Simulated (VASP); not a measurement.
Wanted: the native input for a VASP 6.6.1 run.

* Task: single point
* Functional: r2SCAN
* Potentials or basis: VASP PAW PBE potentials, release 64 (Ca_sv, O)
* Cutoff: 520 eV
* k mesh: 8 × 8 × 8
* Occupations: gaussian, width 0.05 eV
* Spin: no spin polarisation
* Dipole correction: no
* Further INCAR settings: ALGO = Normal; EDIFF = 1e-07; NBANDS = 15

Crystal: CaO.

```
CELL_PARAMETERS angstrom
0.00000 2.58895 2.58895
2.58895 0.00000 2.58895
2.58895 2.58895 0.00000
ATOMIC_POSITIONS crystal
Ca 0.00000 0.00000 0.00000
O 0.25000 0.25000 0.25000
```

The input as run:

POSCAR

```
CaO
1.0
    0.0000000000      2.5889453269      2.5889453269
    2.5889453269      0.0000000000      2.5889453269
    2.5889453269      2.5889453269      0.0000000000
Ca O
1 1
Direct
    0.0000000000      0.0000000000      0.0000000000
    0.2500000000      0.2500000000      0.2500000000
```

INCAR.step1

```
SYSTEM = CaO
PREC     = Accurate       ! precision mode
ENCUT    = 520            ! plane-wave cutoff, eV
ISMEAR   = 0              ! smearing method
SIGMA    = 0.05           ! smearing width, eV
LREAL    = .False.        ! projectors in reciprocal space
LASPH    = .True.         ! aspherical terms in the spheres
NELM     = 100            ! most SCF steps
NBANDS   = 15             ! bands
GGA      = PE             ! functional
ALGO     = Normal         ! electronic algorithm
EDIFF    = 1E-4           ! SCF threshold, eV
LWAVE    = .True.         ! write WAVECAR
LCHARG   = .False.        ! write CHGCAR
```

INCAR.step2

```
SYSTEM = CaO
PREC     = Accurate       ! precision mode
ENCUT    = 520            ! plane-wave cutoff, eV
EDIFF    = 1E-7           ! SCF threshold, eV
ISMEAR   = 0              ! smearing method
SIGMA    = 0.05           ! smearing width, eV
LREAL    = .False.        ! projectors in reciprocal space
LASPH    = .True.         ! aspherical terms in the spheres
NELM     = 100            ! most SCF steps
ALGO     = Normal         ! electronic algorithm
ISIF     = 2              ! what is computed and relaxed
LWAVE    = .False.        ! write WAVECAR
LCHARG   = .False.        ! write CHGCAR
METAGGA  = R2SCAN         ! meta-GGA
LMIXTAU  = .True.       
NBANDS   = 15             ! bands
ISTART   = 1
```

KPOINTS

```
Automatic mesh
0
Gamma
  8 8 8
  0 0 0
```

Potentials or basis: VASP PAW PBE potentials, release 64 (Ca_sv, O).

Launch:

```sh
$ cat potpaw_PBE.64/Ca_sv/POTCAR potpaw_PBE.64/O/POTCAR > POTCAR
$ cp INCAR.step1 INCAR
$ mpirun -np 1 vasp_std > vasp.out
$ cp INCAR.step2 INCAR
$ mpirun -np 1 vasp_std > vasp.out
```

Results of the run:

```yaml
Pressure: 2.7 GPa
Band_gap_on_the_k_mesh: 3.80 eV (least direct gap 4.47 eV)
```

Caveat: the PAW data sets were made with another functional, which shifts forces and pressure a little.

Run time: 2.2 min on 1 thread of Intel Xeon 8259CL, with other jobs on the host, peak memory 0.17 GiB.
